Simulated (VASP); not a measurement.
Runs of VASP 6.6.1 on WS2. The structure is that of space group R3m (No. 160), or close to it. The cells are those of the table. 

```tsv
task	cell	gap on the mesh (eV)	pressure (GPa)	largest force (eV/Å)
electric field gradients	a = 6.553 Å, angles 28.4°, 3 atoms	1.07	(a)	1.26
single point	a = 6.486 Å, angles 28.2°, 3 atoms	1.07	-2.2	0.64
single point	a = 6.449 Å, angles 28.4°, 3 atoms	1.04	-2.1	0.59
single point	a = 6.384 Å, angles 28.4°, 3 atoms	1.02	3.0	0.64
single point	a = 6.368 Å, angles 28.7°, 3 atoms	1.00	(c)	0.62
single point	a = 6.470 Å, angles 28.4°, 3 atoms	1.05	-3.7	0.68
single point	a = 6.296 Å, angles 28.4°, 3 atoms	(b)	11.4	1.50
```

Alike in all rows: level PBEsol; potentials or basis VASP PAW PBE potentials, release 64 (W_sv, S); no spin polarisation; k mesh 15 × 15 × 15; cutoff (eV) 520; smearing fermi-dirac 0.03 eV.

**Question.** Fill in the values left out.

**Answer.** (a) -9.1; (b) 0.96; (c) 1.3.

Caveats: the PAW data sets were made with another functional, which shifts forces and pressure a little; spin-orbit coupling is left out, which moves the levels of the heavy elements; the cell stands under tension (at least some runs); the cell stands under pressure (at least some runs).

A k mesh can miss the band edges, and the runs leave out spin-orbit coupling on W.
